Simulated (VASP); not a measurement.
# KBr in VASP: single point with PBE

Aim: the single point of KBr with PBE.

Everything below comes from runs of VASP 6.6.1. Logs are shortened: lines on timing, memory, paths and dates and some standing lists are left out, and cuts for length are marked.

## (1) The cell of the first run

The cell holds a slab with vacuum, 24 atoms: a = 18.953 Å, b = 4.738 Å, c = 22.051 Å, α = 90.00°, β = 90.00°, γ = 90.00°.

## (2) Single point, PBE

INCAR

```
PREC = Accurate ; ENCUT = 520
EDIFF = 1E-6 ; ISMEAR = 0
SIGMA = 0.05 ; LREAL = Auto
LASPH = True ; NELM = 100
ALGO = Normal ; ISIF = 2
LWAVE = False ; LCHARG = False
LDIPOL = True ; IDIPOL = 3
DIPOL = 0.5 0.5 0.219 ; GGA = PE
NBANDS = 114
```

KPOINTS

```
Automatic mesh
0
Gamma
  2 6 1
```

POSCAR

```
KBr
1.0
   18.9529956405      0.0000000000      0.0000000000
    0.0000000000      4.7382489101      0.0000000000
    0.0000000000      0.0000000000     22.0513438059
K Br
12 12
Direct
    0.0000000000      0.0000000000      0.0680230653
    0.1250000000      0.5000000000      0.2198593564
    0.2500000000      0.0000000000      0.0680230653
    0.3750000000      0.5000000000      0.2198593564
    0.5000000000      0.0000000000      0.0680230653
    0.6250000000      0.5000000000      0.2198593564
    0.7500000000      0.0000000000      0.0680230653
    0.8750000000      0.5000000000      0.2198593564
    0.0000000000      0.0000000000      0.3688800765
    0.2500000000      0.0000000000      0.3688800765
    0.5000000000      0.0000000000      0.3688800765
    0.7500000000      0.0000000000      0.3688800765
    0.0000000000      0.0000000000      0.2188612167
    0.1250000000      0.5000000000      0.0680230653
    0.2500000000      0.0000000000      0.2188612167
    0.3750000000      0.5000000000      0.0680230653
    0.5000000000      0.0000000000      0.2188612167
    0.6250000000      0.5000000000      0.0680230653
    0.7500000000      0.0000000000      0.2188612167
    0.8750000000      0.5000000000      0.0680230653
    0.1250000000      0.5000000000      0.3723275615
    0.3750000000      0.5000000000      0.3723275615
    0.6250000000      0.5000000000      0.3723275615
    0.8750000000      0.5000000000      0.3723275615
```

Potentials or basis: VASP PAW PBE potentials, release 64 (K_sv, Br).

Run with:

```
$ cat potpaw_PBE.64/K_sv/POTCAR potpaw_PBE.64/Br/POTCAR > POTCAR
$ mpirun -np 1 vasp_std > vasp.out
```

OUTCAR:

```text
PREC = Accurate
   ENCUT = 520
   EDIFF = 1E-6
   ISMEAR = 0
   LREAL = Auto
   LASPH = True
   NELM = 100
   ISIF = 2
   GGA = PE

 ion  position               nearest neighbor table
   1  0.000  0.000  0.068-
   2  0.125  0.500  0.220-
   3  0.250  0.000  0.068-
   4  0.375  0.500  0.220-
   5  0.500  0.000  0.068-
   6  0.625  0.500  0.220-
[... 16 lines left out ...]
  23  0.625  0.500  0.372-
  24  0.875  0.500  0.372-

  LATTYP: Found a simple orthorhombic cell.
 ALAT       =     4.7382489101
 B/A-ratio  =     4.0000000000
 C/A-ratio  =     4.6539015202

  Lattice vectors:

 A1 = (   0.0000000000,  -4.7382489101,   0.0000000000)
 A2 = (  18.9529956405,   0.0000000000,   0.0000000000)
 A3 = (   0.0000000000,   0.0000000000,  22.0513438059)

Analysis of symmetry for initial positions (statically):
=====================================================================
 Subroutine PRICEL returns following result:

  LATTYP: Found a simple tetragonal cell.
 ALAT       =     4.7382489101
 C/A-ratio  =     4.6539015202

  Lattice vectors:

 A1 = (   4.7382489101,   0.0000000000,   0.0000000000)
 A2 = (   0.0000000000,   4.7382489101,   0.0000000000)
 A3 = (   0.0000000000,   0.0000000000,  22.0513438059)

   4 primitive cells build up your supercell.

 Routine SETGRP: Setting up the symmetry group for a
 simple orthorhombic supercell.

 Subroutine GETGRP returns: Found  4 space group operations
 (whereof  4 operations were pure point group operations)
 out of a pool of  8 trial point group operations.

The static configuration has the point symmetry C_2v.

Analysis of symmetry for dynamics (positions and initial velocities):
=====================================================================
 Subroutine PRICEL returns following result:

  LATTYP: Found a simple tetragonal cell.
 ALAT       =     4.7382489101
 C/A-ratio  =     4.6539015202

  Lattice vectors:

 A1 = (   4.7382489101,   0.0000000000,   0.0000000000)
 A2 = (   0.0000000000,   4.7382489101,   0.0000000000)
 A3 = (   0.0000000000,   0.0000000000,  22.0513438059)

   4 primitive cells build up your supercell.

 Routine SETGRP: Setting up the symmetry group for a
 simple orthorhombic supercell.

 Subroutine GETGRP returns: Found  4 space group operations
 (whereof  4 operations were pure point group operations)
 out of a pool of  8 trial point group operations.

The dynamic configuration has the point symmetry C_2v.

 Subroutine INISYM returns: Found  4 space group operations
 (whereof  4 operations are pure point group operations),
 and found     4 'primitive' translations

----------------------------------------------------------------------------------------

                                     Primitive cell

  volume of cell :     495.0748

  direct lattice vectors                    reciprocal lattice vectors
     4.738248910  0.000000000  0.000000000     0.211048431  0.000000000  0.000000000
     0.000000000  4.738248910  0.000000000     0.000000000  0.211048431  0.000000000
     0.000000000  0.000000000 22.051343806     0.000000000  0.000000000  0.045348710

  length of vectors
     4.738248910  4.738248910 22.051343806     0.211048431  0.211048431  0.045348710

  position of ions in fractional coordinates (direct lattice)
     0.000000000  0.000000000  0.068023065
     0.500000000  0.500000000  0.219859356
     0.000000000  0.000000000  0.368880076
     0.000000000  0.000000000  0.218861217
     0.500000000  0.500000000  0.068023065
     0.500000000  0.500000000  0.372327562

  ion indices of the primitive-cell ions
   primitive index   ion index
                 1           1
                 2           2
                 3           9
                 4          13
                 5          14
                 6          21

----------------------------------------------------------------------------------------

 KPOINTS: Automatic mesh

Automatic generation of k-mesh.
 Grid dimensions read from file:
 generate k-points for:    2    6    1

 Generating k-lattice:

  Cartesian coordinates                     Fractional coordinates (reciprocal lattice)
     0.026381054  0.000000000  0.000000000     0.500000000  0.000000000  0.000000000
     0.000000000  0.035174739  0.000000000     0.000000000  0.166666667  0.000000000
     0.000000000  0.000000000  0.045348710     0.000000000  0.000000000  1.000000000

  Length of vectors
     0.026381054  0.035174739  0.045348710

  Shift w.r.t. Gamma in fractional coordinates (k-lattice)
     0.000000000  0.000000000  0.000000000

 Subroutine IBZKPT returns following result:
 ===========================================

 Found      8 irreducible k-points:

 Following reciprocal coordinates:
            Coordinates               Weight
  0.000000  0.000000  0.000000      1.000000
  0.500000  0.000000  0.000000      1.000000
  0.000000  0.166667  0.000000      2.000000
  0.500000  0.166667  0.000000      2.000000
  0.000000  0.333333  0.000000      2.000000
  0.500000  0.333333  0.000000      2.000000
  0.000000  0.500000  0.000000      1.000000
  0.500000  0.500000  0.000000      1.000000
   k-points           NKPTS =      8   k-points in BZ     NKDIM =      8   number of bands    NBANDS=    114
   number of dos      NEDOS =    301   number of ions     NIONS =     24
   total plane-waves  NPLWV = 870912
   dimension x,y,z NGX =   144 NGY =   36 NGZ =  168
   dimension x,y,z NGXF=   288 NGYF=   72 NGZF=  336
   ions per type =              12  12
   NGX,Y,Z   is equivalent  to a cutoff of  12.63, 12.63, 12.67 a.u.
   NGXF,Y,Z  is equivalent  to a cutoff of  25.26, 25.26, 25.33 a.u.
 SYSTEM =  unknown system
   PREC   = accura    normal or accurate (medium, high low for compatibility)
   ISTART =      0    job   : 0-new  1-cont  2-samecut
   ICHARG =      2    charge: 1-file 2-atom 10-const
   ISPIN  =      1    spin polarized calculation?
   LNONCOLLINEAR =      F non collinear calculations
   LSORBIT =      F    spin-orbit coupling
   LASPH  =      T    aspherical Exc in radial PAW
   ENCUT  =  520.0 eV  38.22 Ry    6.18 a.u.  35.24  8.81 41.00*2*pi/ulx,y,z
   NELM   =    100;   NELMIN=  2; NELMDL= -5     # of ELM steps
   EDIFF  = 0.1E-05   stopping-criterion for ELM
   LREAL  =      T    real-space projection
   EDIFFG = 0.1E-04   stopping-criterion for IOM
   NSW    =      0    number of steps for IOM
   IBRION =     -1    ionic relax: 0-MD 1-quasi-New 2-CG
   NFREE  =      0    steps in history (QN), initial steepest desc. (CG)
   ISIF   =      2    stress and relaxation
   ISYM   =      2    0-nonsym 1-usesym 2-fastsym
   POTIM  = 0.5000    time-step for ionic-motion
   TEBEG  =    0.0;   TEEND  =   0.0 temperature during run
   PSTRESS=    0.0 pullay stress
   NELECT =     192.0000    total number of electrons
   NUPDOWN=      -1.0000    fix difference up-down
   EMIN   =  10.00;   EMAX   =-10.00  energy-range for DOS
   EFERMI =   0.00;   METHOD = LEGACY
   ISMEAR =     0;   SIGMA  =   0.05  broadening in eV -4-tet -1-fermi 0-gaus
   EFERMI_NEDOS =   21; number of points for ismear=-14 and -15
   IALGO  =     38    algorithm
   IMIX   =      4    mixing-type and parameters
     AMIX     =   0.40;   BMIX     =  1.00
     AMIX_MAG =   1.60;   BMIX_MAG =  1.00
  volume/ion in A,a.u.               =      82.51       556.82
  Fermi-wavevector in a.u.,A,eV,Ry     =   0.752082  1.421228  7.695819  0.565627
  Thomas-Fermi vector in A             =   1.849211
   LORBIT       =      0    0 simple, 1 ext, 2 COOP (PROOUT), +10 PAW based schemes
   GGA     = PE    functional components
   LHFCALC =     F    Hartree Fock is set to
   AEXX    =    0.0000 exact exchange contribution
   IVDW    =     0    specifies the selected vdW correction
   LEPSILON=     F    determine dielectric tensor
   LRPA    =     F    only Hartree local field effects (RPA)
 non-spin polarized calculation
 Gauss-broadening in eV      SIGMA  =   0.05
  energy-cutoff  :      520.00
  volume of cell :     1980.30
 maximum number of plane-waves:     53418
 NGX is ok and might be reduce to   144
   NGX = 71   NGY = 17   NGZ = 83

 dipolmoment           0.000000      0.000000     -0.000172 electrons x Angstroem

 number of electron     191.9999965 magnetization

 dipolmoment           0.000000      0.000000      0.095384 electrons x Angstroem

 Free energy of the ion-electron system (eV)
  ---------------------------------------------------
  ext. energy  EPLUGINS =         0.00000000
  ---------------------------------------------------
  free energy    TOTEN  =       -73.52372978 eV

  energy without entropy =      -73.52372978  energy(sigma->0) =      -73.52372978

 E-fermi :  -3.7870     XC(G=0):  -3.6907

 val. band max:       -4.0564250440   @ k =   0.0000   0.0000   0.0000
 cond. band min:       0.2478310833   @ k =   0.0000   0.0000   0.0000
 fundamental gap:      4.3042561273
 Fermi energy:        -3.7870274831

 k-point     1 :       0.0000    0.0000    0.0000
  band No.  band energies     occupation
      1     -32.2588      2.00000
      2     -32.2581      2.00000
      3     -32.2581      2.00000
      4     -32.2574      2.00000
      5     -32.1889      2.00000
      6     -32.1881      2.00000
[... 100 lines left out ...]
    107       2.1950      0.00000
    108       2.2188      0.00000

 k-point     2 :       0.5000    0.0000    0.0000
  band No.  band energies     occupation
      1     -32.2586      2.00000
      2     -32.2586      2.00000
      3     -32.2576      2.00000
      4     -32.2576      2.00000
      5     -32.1887      2.00000
      6     -32.1887      2.00000
[... 658 lines left out ...]
 k-point     8 :       0.5000    0.5000    0.0000
  band No.  band energies     occupation
      1     -32.2572      2.00000
      2     -32.2572      2.00000
      3     -32.2563      2.00000
      4     -32.2563      2.00000
      5     -32.1872      2.00000
      6     -32.1872      2.00000
[... 100 lines left out ...]
    107       2.5371      0.00000
    108       2.5371      0.00000
 [bands above 108 left out]

------------------------ aborting loop because EDIFF is reached ----------------------------------------

 vacuum level on the upper side and lower side of the slab       (xc-potential included)        -0.029        -0.213

  FORCE on cell =-STRESS in cart. coord.  units (eV):
  Direction    XX          YY          ZZ          XY          YZ          ZX
  --------------------------------------------------------------------------------------
  -------------------------------------------------------------------------------------
  Total       -2.8358881     -2.8357649     -0.1100211      0.0000000      0.0000000      0.0000000
  in kB       -2.2943987     -2.2942990     -0.0890135      0.0000000      0.0000000      0.0000000
  external PRESSURE =      -1.5592370 kB  Pullay stress =       0.0000000 kB

 VOLUME and BASIS-vectors are now :
 -----------------------------------------------------------------------------
  energy-cutoff  :      520.00
  volume of cell :     1980.30
      direct lattice vectors                 reciprocal lattice vectors
    18.952995640  0.000000000  0.000000000     0.052762108  0.000000000  0.000000000
     0.000000000  4.738248910  0.000000000     0.000000000  0.211048431  0.000000000
     0.000000000  0.000000000 22.051343806     0.000000000  0.000000000  0.045348710

 POSITION                                       TOTAL-FORCE (eV/Angst)
 -----------------------------------------------------------------------------------
      0.00000      0.00000      1.50000        -0.000000     -0.000000      0.057291
      2.36912      2.36912      4.84819        -0.000000     -0.000000     -0.000107
      4.73825      0.00000      1.50000        -0.000000     -0.000000      0.057291
      7.10737      2.36912      4.84819         0.000000     -0.000000     -0.000107
      9.47650      0.00000      1.50000         0.000000     -0.000000      0.057291
     11.84562      2.36912      4.84819        -0.000000      0.000000     -0.000107
[... 16 lines left out ...]
     11.84562      2.36912      8.21032         0.000000      0.000000      0.004870
     16.58387      2.36912      8.21032         0.000000      0.000000      0.004870
 -----------------------------------------------------------------------------------
    total drift:                                0.000000     -0.000000     -0.029603

  FREE ENERGIE OF THE ION-ELECTRON SYSTEM (eV)
  ---------------------------------------------------
  free  energy   TOTEN  =       -73.5237297824 eV

  energy  without entropy=      -73.5237297824  energy(sigma->0) =      -73.52372978

 vacuum level on the upper side and lower side of the slab         1.862         1.680
```

Wall time 57 min (1 thread of AMD EPYC 9R45 (Zen 5), shared host); peak memory 2.1 GiB.

What came out:

```
Free energy            : -73.5237 eV
Largest force          : 0.058 eV/Å
Band gap on the k mesh : 4.30 eV
```

Forces in eV/Å, atoms in the order of the input:
```
K    0.000  0.000  0.057
K    0.000  0.000  0.000
K    0.000  0.000  0.057
K    0.000  0.000  0.000
K    0.000  0.000  0.057
K    0.000  0.000  0.000
K    0.000  0.000  0.057
K    0.000  0.000  0.000
K    0.000  0.000  0.011
K    0.000  0.000  0.011
K    0.000  0.000  0.011
K    0.000  0.000  0.011
Br   0.000  0.000 -0.015
Br   0.000  0.000 -0.058
Br   0.000  0.000 -0.015
Br   0.000  0.000 -0.058
Br   0.000  0.000 -0.015
Br   0.000  0.000 -0.058
Br   0.000  0.000 -0.015
Br   0.000  0.000 -0.058
Br   0.000  0.000  0.005
Br   0.000  0.000  0.005
Br   0.000  0.000  0.005
Br   0.000  0.000  0.005
```

Levels at points of the mesh, in eV from the valence-band top:
```
           k point  band 92  band 93  band 94  band 95  band 96  band 97  band 98  band 99  band 100  band 101
(0.00, 0.00, 0.00)    -0.09    -0.07    -0.07     0.00     0.00     4.30     4.78     5.03      5.03      5.31
(0.50, 0.00, 0.00)    -0.10    -0.07    -0.07    -0.03    -0.03     4.52     4.52     4.94      4.94      5.67
(0.00, 0.50, 0.00)    -0.18    -0.17    -0.13    -0.13    -0.08     6.17     6.17     6.25      6.37      6.38
(0.50, 0.50, 0.00)    -0.19    -0.15    -0.15    -0.10    -0.10     6.26     6.26     6.30      6.30      6.30
```
